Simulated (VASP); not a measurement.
Input of a VASP 6.6.1 run:

File INCAR:

```
SYSTEM = CaSe
PREC = Accurate ; ENCUT = 520
EDIFF = 1E-7 ; ISMEAR = 0
SIGMA = 0.05 ; LREAL = .FALSE.
LASPH = .TRUE. ; NELM = 100
ALGO = Normal ; ISIF = 2
LWAVE = .FALSE. ; LCHARG = .TRUE.
GGA = B5 ; ALDAX = 1.0
AGGAX = 1.0 ; AGGAC = 1.0
ALDAC = 0.0 ; IVDW = 13
VDW_S6 = 1.0 ; VDW_S8 = 2.34076671
VDW_A1 = 0.44488865 ; VDW_A2 = 4.0933009
LELF = .TRUE. ; LVHAR = .TRUE.
NBANDS = 15
```

Contents of KPOINTS:

```
Automatic mesh
0
G
  7 7 7
  0 0 0
```

POSCAR

```
CaSe
1.0
    0.0000000000      3.2568142676      3.2568142676
    3.2568142676      0.0000000000      3.2568142676
    3.2568142676      3.2568142676      0.0000000000
Se Ca
1 1
Direct
    0.2500000000      0.2500000000      0.2500000000
    0.0000000000      0.0000000000      0.0000000000
```

Potentials or basis: VASP PAW PBE potentials, release 64 (Se, Ca_sv).

The run is started by

```console
$ cat potpaw_PBE.64/Se/POTCAR potpaw_PBE.64/Ca_sv/POTCAR > POTCAR
$ mpirun -np 1 vasp_std > vasp.out
```

Predict the dispersion energy per atom.

-0.428 eV.

Predict the band gap on the k mesh.

3.38 eV, indirect (least direct gap 3.50 eV).

Predict the pressure.

0.2 GPa.

Caveat: the PAW data sets were made with another functional, which shifts forces and pressure a little. Expect the measured gap to be larger: semilocal functionals such as BLYP lack the derivative discontinuity.
